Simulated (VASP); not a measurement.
# H4Ru12C in VASP: single point with r2SCAN+D3(BJ)

Aim: the single point of H4Ru12C with r2SCAN+D3(BJ).

Everything below comes from runs of VASP 6.6.1. Logs are shortened: lines on timing, memory, paths and dates and some standing lists are left out, and cuts for length are marked.

## Step 1: The cell of the first run

The cell holds a slab with vacuum, 17 atoms: a = 5.400 Å, b = 5.400 Å, c = 17.277 Å, α = 90.00°, β = 90.00°, γ = 60.00°.

## Step 2: Single point, r2SCAN+D3(BJ)

POSCAR

```
H4Ru12C
1.0
    5.4000000000      0.0000000000      0.0000000000
    2.7000000000      4.6765370000      0.0000000000
    0.0000000000      0.0000000000     17.2768000000
Ru C H
12 1 4
Direct
    0.0000000000      0.0000000000      0.0578810891
    0.5000000000      0.0000000000      0.0578810891
   -0.0000033679      0.5000067358      0.0578810891
    0.4999966321      0.5000067358      0.0578810891
   -0.1731178832      0.3551987293      0.1756922578
    0.3487906929      0.3327889847      0.1734406835
   -0.1528969823      0.8284976683      0.1746619744
    0.3270665277      0.8366447224      0.1753044545
    0.0017332150      0.0030150515      0.2981512780
    0.5232862217     -0.0016465175      0.2961196518
    0.0125251402      0.5192089788      0.2906093721
    0.5356349815      0.4879892964      0.2983828024
    0.3960642054      0.8737234411      0.4965734395
    0.6325507564      0.7117873760      0.4929848120
    0.3492630244      0.9928072845      0.4352600019
    0.2470807506      0.7828014619      0.4887826449
    0.3230548921      1.0875568824      0.5301676236
```

INCAR.step1

```
PREC = Accurate ; ENCUT = 520
ISMEAR = -1 ; SIGMA = 0.05
LREAL = Auto ; LASPH = T
NELM = 60 ; NBANDS = 102
GGA = PE ; ALGO = Normal
EDIFF = 1E-4 ; LWAVE = T
LCHARG = F
```

INCAR.step2

```
PREC = Accurate ; ENCUT = 520
EDIFF = 1E-6 ; ISMEAR = -1
SIGMA = 0.05 ; LREAL = Auto
LASPH = T ; NELM = 60
ALGO = Normal ; ISIF = 2
LWAVE = F ; LCHARG = F
METAGGA = R2SCAN ; LMIXTAU = T
IVDW = 12 ; VDW_S6 = 1.0
VDW_S8 = 0.78981345 ; VDW_A1 = 0.49484001
VDW_A2 = 5.73083694 ; NBANDS = 102
ISTART = 1
```

KPOINTS

```
regular mesh
0
Gamma
  2 2 1
```

Potentials or basis: VASP PAW PBE potentials, release 64 (Ru_pv, C, H).

Started as:

```sh
$ cat potpaw_PBE.64/Ru_pv/POTCAR potpaw_PBE.64/C/POTCAR potpaw_PBE.64/H/POTCAR > POTCAR
$ cp INCAR.step1 INCAR
$ mpirun -np 1 vasp_std > vasp.out
$ cp INCAR.step2 INCAR
$ mpirun -np 1 vasp_std > vasp.out
```

OUTCAR:

```text
PREC = Accurate
   ENCUT = 520
   EDIFF = 1E-6
   ISMEAR = -1
   LREAL = Auto
   LASPH = T
   NELM = 60
   ISIF = 2
   METAGGA = R2SCAN
   IVDW = 12
   ISTART = 1
 IVDW          = 12

 ion  position               nearest neighbor table
   1  0.000  0.000  0.058-   7 2.52   8 2.54   5 2.63   4 2.70   3 2.70   2 2.70   2 2.70   4 2.70
                             3 2.70
   2  0.500  0.000  0.058-   6 2.53   8 2.57   7 2.59   4 2.70   3 2.70   1 2.70   1 2.70   3 2.70
                             4 2.70
   3  1.000  0.500  0.058-   5 2.52   7 2.54   6 2.58   2 2.70   1 2.70   4 2.70   4 2.70   1 2.70
                             2 2.70
   4  0.500  0.500  0.058-   6 2.49   5 2.55   8 2.57   2 2.70   1 2.70   3 2.70   3 2.70   2 2.70
                             1 2.70
   5  0.827  0.355  0.176-  12 2.52   3 2.52   4 2.55  11 2.57   7 2.61   1 2.63   6 2.64   8 2.65
                             9 2.68   8 2.75   6 2.76   7 2.79
   6  0.349  0.333  0.173-   4 2.49   2 2.53  11 2.57   3 2.58  10 2.63   5 2.64   8 2.66  12 2.69
                             7 2.69   7 2.71   8 2.74   5 2.76
   7  0.847  0.828  0.175-  11 2.47   1 2.52   3 2.54  10 2.59   2 2.59   5 2.61   8 2.61   9 2.63
                             6 2.69   6 2.71   8 2.79   5 2.79
   8  0.327  0.837  0.175-   1 2.54   2 2.57   4 2.57   9 2.61   7 2.61   5 2.65   6 2.66  10 2.68
                            12 2.69   6 2.74   5 2.75   7 2.79
   9  0.002  0.003  0.298-  12 2.57  11 2.59  10 2.60   8 2.61   7 2.63   5 2.68  10 2.80  11 2.82
                            12 2.83
  10  0.523  0.998  0.296-   7 2.59   9 2.60  11 2.62   6 2.63   8 2.68  12 2.68  12 2.72  11 2.79
                             9 2.80
  11  0.013  0.519  0.291-   7 2.47   6 2.57   5 2.57   9 2.59  10 2.62  12 2.67  12 2.75  10 2.79
                             9 2.82
  12  0.536  0.488  0.298-   5 2.52   9 2.57  11 2.67  10 2.68   8 2.69   6 2.69  10 2.72  11 2.75
                             9 2.83
  13  0.396  0.874  0.497-  14 1.13  16 1.14  17 1.17  15 1.20
  14  0.633  0.712  0.493-  13 1.13
  15  0.349  0.993  0.435-  13 1.20
  16  0.247  0.783  0.489-  13 1.14
  17  0.323  0.088  0.530-  13 1.17

  LATTYP: Found a hexagonal cell.
 ALAT       =     5.3999998437
 C/A-ratio  =     3.1994075000

  Lattice vectors:

 A1 = (  -2.7000000000,  -4.6765370000,   0.0000000000)
 A2 = (   5.4000000000,   0.0000000000,   0.0000000000)
 A3 = (   0.0000000000,   0.0000000000,  17.2768000000)

Analysis of symmetry for initial positions (statically):
=====================================================================
 Subroutine PRICEL returns:
 Original cell was already a primitive cell.

 Routine SETGRP: Setting up the symmetry group for a
 hexagonal supercell.

 Subroutine GETGRP returns: Found  1 space group operations
 (whereof  1 operations were pure point group operations)
 out of a pool of 24 trial point group operations.

The static configuration has the point symmetry C_1 .

Analysis of symmetry for dynamics (positions and initial velocities):
=====================================================================
 Subroutine PRICEL returns:
 Original cell was already a primitive cell.

 Routine SETGRP: Setting up the symmetry group for a
 hexagonal supercell.

 Subroutine GETGRP returns: Found  1 space group operations
 (whereof  1 operations were pure point group operations)
 out of a pool of 24 trial point group operations.

The dynamic configuration has the point symmetry C_1 .

 Subroutine INISYM returns: Found  1 space group operations
 (whereof  1 operations are pure point group operations),
 and found     1 'primitive' translations

----------------------------------------------------------------------------------------

                                     Primitive cell

  volume of cell :     436.2962

  direct lattice vectors                    reciprocal lattice vectors
     5.400000000  0.000000000  0.000000000     0.185185185 -0.106916721  0.000000000
     2.700000000  4.676537000  0.000000000     0.000000000  0.213833441  0.000000000
     0.000000000  0.000000000 17.276800000     0.000000000  0.000000000  0.057881089

  length of vectors
     5.400000000  5.399999844 17.276800000     0.213833435  0.213833441  0.057881089

  position of ions in fractional coordinates (direct lattice)
     0.000000000  0.000000000  0.057881089
     0.500000000  0.000000000  0.057881089
     0.999996632  0.500006736  0.057881089
     0.499996632  0.500006736  0.057881089
     0.826882117  0.355198729  0.175692258
     0.348790693  0.332788985  0.173440683
[... 9 lines left out ...]
     0.247080751  0.782801462  0.488782645
     0.323054892  0.087556882  0.530167624

  ion indices of the primitive-cell ions
   primitive index   ion index
                 1           1
                 2           2
                 3           3
                 4           4
                 5           5
                 6           6
[... 9 lines left out ...]
                16          16
                17          17

----------------------------------------------------------------------------------------

 KPOINTS: regular mesh

Automatic generation of k-mesh.
 Grid dimensions read from file:
 generate k-points for:    2    2    1

 Generating k-lattice:

  Cartesian coordinates                     Fractional coordinates (reciprocal lattice)
     0.092592593 -0.053458360  0.000000000     0.500000000  0.000000000  0.000000000
     0.000000000  0.106916721  0.000000000     0.000000000  0.500000000  0.000000000
     0.000000000  0.000000000  0.057881089     0.000000000  0.000000000  1.000000000

  Length of vectors
     0.106916718  0.106916721  0.057881089

  Shift w.r.t. Gamma in fractional coordinates (k-lattice)
     0.000000000  0.000000000  0.000000000

 Subroutine IBZKPT returns following result:
 ===========================================

 Found      4 irreducible k-points:

 Following reciprocal coordinates:
            Coordinates               Weight
  0.000000  0.000000  0.000000      1.000000
  0.500000  0.000000  0.000000      1.000000
  0.500000  0.500000  0.000000      1.000000
  0.000000  0.500000  0.000000      1.000000
   k-points           NKPTS =      4   k-points in BZ     NKDIM =      4   number of bands    NBANDS=    102
   number of dos      NEDOS =    301   number of ions     NIONS =     17
   total plane-waves  NPLWV = 204800
   dimension x,y,z NGX =    40 NGY =   40 NGZ =  128
   dimension x,y,z NGXF=    80 NGYF=   80 NGZF=  256
   ions per type =              12   1   4
   NGX,Y,Z   is equivalent  to a cutoff of  12.31, 12.31, 12.32 a.u.
   NGXF,Y,Z  is equivalent  to a cutoff of  24.63, 24.63, 24.63 a.u.
 SYSTEM =  unknown system
   PREC   = accura    normal or accurate (medium, high low for compatibility)
   ISTART =      1    job   : 0-new  1-cont  2-samecut
   ICHARG =      0    charge: 1-file 2-atom 10-const
   ISPIN  =      1    spin polarized calculation?
   LNONCOLLINEAR =      F non collinear calculations
   LSORBIT =      F    spin-orbit coupling
   LASPH  =      T    aspherical Exc in radial PAW
   ENCUT  =  520.0 eV  38.22 Ry    6.18 a.u.  10.04 10.04 32.12*2*pi/ulx,y,z
   NELM   =     60;   NELMIN=  2; NELMDL=  0     # of ELM steps
   EDIFF  = 0.1E-05   stopping-criterion for ELM
   LREAL  =      T    real-space projection
   EDIFFG = 0.1E-04   stopping-criterion for IOM
   NSW    =      0    number of steps for IOM
   IBRION =     -1    ionic relax: 0-MD 1-quasi-New 2-CG
   NFREE  =      0    steps in history (QN), initial steepest desc. (CG)
   ISIF   =      2    stress and relaxation
   ISYM   =      2    0-nonsym 1-usesym 2-fastsym
   POTIM  = 0.5000    time-step for ionic-motion
   TEBEG  =    0.0;   TEEND  =   0.0 temperature during run
   PSTRESS=    0.0 pullay stress
   NELECT =     176.0000    total number of electrons
   NUPDOWN=      -1.0000    fix difference up-down
   EMIN   =  10.00;   EMAX   =-10.00  energy-range for DOS
   EFERMI =   0.00;   METHOD = LEGACY
   ISMEAR =    -1;   SIGMA  =   0.05  broadening in eV -4-tet -1-fermi 0-gaus
   EFERMI_NEDOS =   21; number of points for ismear=-14 and -15
   IALGO  =     38    algorithm
   IMIX   =      4    mixing-type and parameters
     AMIX     =   0.40;   BMIX     =  1.00
     AMIX_MAG =   1.60;   BMIX_MAG =  1.00
  volume/ion in A,a.u.               =      25.66       173.19
  Fermi-wavevector in a.u.,A,eV,Ry     =   1.209628  2.285866 19.908050  1.463200
  Thomas-Fermi vector in A             =   2.345200
   LORBIT       =      0    0 simple, 1 ext, 2 COOP (PROOUT), +10 PAW based schemes
   METAGGA = R2SCAN    functional components
   LHFCALC =     F    Hartree Fock is set to
   AEXX    =    0.0000 exact exchange contribution
   IVDW    =    12    specifies the selected vdW correction
   LEPSILON=     F    determine dielectric tensor
   LRPA    =     F    only Hartree local field effects (RPA)
 non-spin polarized calculation
  energy-cutoff  :      520.00
  volume of cell :      436.30
 maximum number of plane-waves:     11760
   NGX = 21   NGY = 21   NGZ = 65

 number of electron     175.9999980 magnetization

 Free energy of the ion-electron system (eV)
  ---------------------------------------------------
  ext. energy  EPLUGINS =         0.00000000
  ---------------------------------------------------
  free energy    TOTEN  =      -321.21214200 eV

  energy without entropy =     -321.05865343  energy(sigma->0) =     -321.13539771

 E-fermi :   2.2312     XC(G=0):  -7.4616

 val. band max:        2.2153372760   @ k =   0.0000   0.0000   0.0000
 cond. band min:       2.2437197784   @ k =   0.0000   0.5000   0.0000
 fundamental gap:      0.0283825024
 Fermi energy:         2.2312230350

 k-point     1 :       0.0000    0.0000    0.0000
  band No.  band energies     occupation
      1     -43.0644      2.00000
      2     -43.0074      2.00000
      3     -42.9710      2.00000
      4     -42.9623      2.00000
      5     -42.7941      2.00000
      6     -42.7422      2.00000
[... 92 lines left out ...]
     99       4.3484      0.00000
    100       4.3800      0.00000

 k-point     2 :       0.5000    0.0000    0.0000
  band No.  band energies     occupation
      1     -42.9265      2.00000
      2     -42.8736      2.00000
      3     -42.8260      2.00000
      4     -42.7861      2.00000
      5     -42.7448      2.00000
      6     -42.6520      2.00000
[... 92 lines left out ...]
     99       3.4469      0.00000
    100       3.5003      0.00000

 k-point     3 :       0.5000    0.5000    0.0000
  band No.  band energies     occupation
      1     -42.9208      2.00000
      2     -42.8709      2.00000
      3     -42.8125      2.00000
      4     -42.8030      2.00000
      5     -42.7311      2.00000
      6     -42.6695      2.00000
[... 92 lines left out ...]
     99       3.4942      0.00000
    100       3.5279      0.00000

 k-point     4 :       0.0000    0.5000    0.0000
  band No.  band energies     occupation
      1     -42.9067      2.00000
      2     -42.8790      2.00000
      3     -42.8538      2.00000
      4     -42.8265      2.00000
      5     -42.7067      2.00000
      6     -42.6702      2.00000
[... 92 lines left out ...]
     99       3.4606      0.00000
    100       3.5314      0.00000
 [bands above 100 left out]

------------------------ aborting loop because EDIFF is reached ----------------------------------------

 Edisp (eV)   -2.23762

 E8    (eV) :    -0.8295

  FORCE on cell =-STRESS in cart. coord.  units (eV):
  Direction    XX          YY          ZZ          XY          YZ          ZX
  --------------------------------------------------------------------------------------
  -------------------------------------------------------------------------------------
  Total     -10.13841   -12.96442    -3.53298    -1.02645    -1.28996    -3.47170
  in kB     -37.23052   -47.60826   -12.97390    -3.76935    -4.73703   -12.74886
  external pressure =      -32.60 kB  Pullay stress =        0.00 kB

 VOLUME and BASIS-vectors are now :
 -----------------------------------------------------------------------------
  energy-cutoff  :      520.00
  volume of cell :      436.30
      direct lattice vectors                 reciprocal lattice vectors
     5.400000000  0.000000000  0.000000000     0.185185185 -0.106916721  0.000000000
     2.700000000  4.676537000  0.000000000     0.000000000  0.213833441  0.000000000
     0.000000000  0.000000000 17.276800000     0.000000000  0.000000000  0.057881089

 POSITION                                       TOTAL-FORCE (eV/Angst)
 -----------------------------------------------------------------------------------
      0.00000      0.00000      1.00000         0.161416      0.354463      0.201971
      2.70000      0.00000      1.00000         0.100469     -0.057603      0.156758
      6.75000      2.33830      1.00000         0.349201     -0.040188     -0.363649
      4.05000      2.33830      1.00000         0.016244      0.232126     -0.430909
      5.42420      1.66110      3.03540         0.101809     -1.624353      0.037743
      2.78200      1.55630      2.99650        -0.350533     -0.069302      0.894222
[... 9 lines left out ...]
      3.44780      3.66080      8.44460         1.383940      0.526337      1.021422
      1.98090      0.40946      9.15960        -0.572931     -2.459213     -0.118046
 -----------------------------------------------------------------------------------
    total drift:                               -0.005729      0.001582      0.006042

  FREE ENERGIE OF THE ION-ELECTRON SYSTEM (eV)
  ---------------------------------------------------
  free  energy   TOTEN  =      -323.4497600029 eV

  energy  without entropy=     -323.2962714348  energy(sigma->0) =     -323.37301572
```

Wall time 56 min (1 thread of Intel Xeon 8259CL, shared host); peak memory 0.62 GiB.

Results:

| Quantity | Value |
| --- | --- |
| Free energy | -323.4498 eV |
| Largest force | 3.614 eV/Å |
| Band gap on the k mesh | zero (bands 88 and 89 overlap by 0.84 eV) |
| Dispersion energy per atom | -0.132 eV |

Forces in eV/Å, atoms in the order of the input:
```
Ru   0.161  0.354  0.202
Ru   0.100 -0.058  0.157
Ru   0.349 -0.040 -0.364
Ru   0.016  0.232 -0.431
Ru   0.102 -1.624  0.038
Ru  -0.351 -0.069  0.894
Ru  -0.417  1.203  0.190
Ru   0.909  0.063  0.316
Ru  -0.373  0.016 -1.199
Ru   0.536  0.049 -0.446
Ru  -0.275 -0.161  1.152
Ru  -0.801 -0.006 -0.461
C    0.228  2.228 -2.837
H   -1.083  0.924  0.584
H    0.087 -1.179  1.300
H    1.384  0.526  1.021
H   -0.573 -2.459 -0.118
```

Caveat: the k points lie up to 0.67 Å⁻¹ apart, too coarse for converged energies and pressures of a metal; there is no dipole correction, which matters where the two faces differ; the PAW data sets were made with another functional, which shifts forces and pressure a little.

The gap in the log of VASP goes by the Fermi energy; the results here count the filled bands.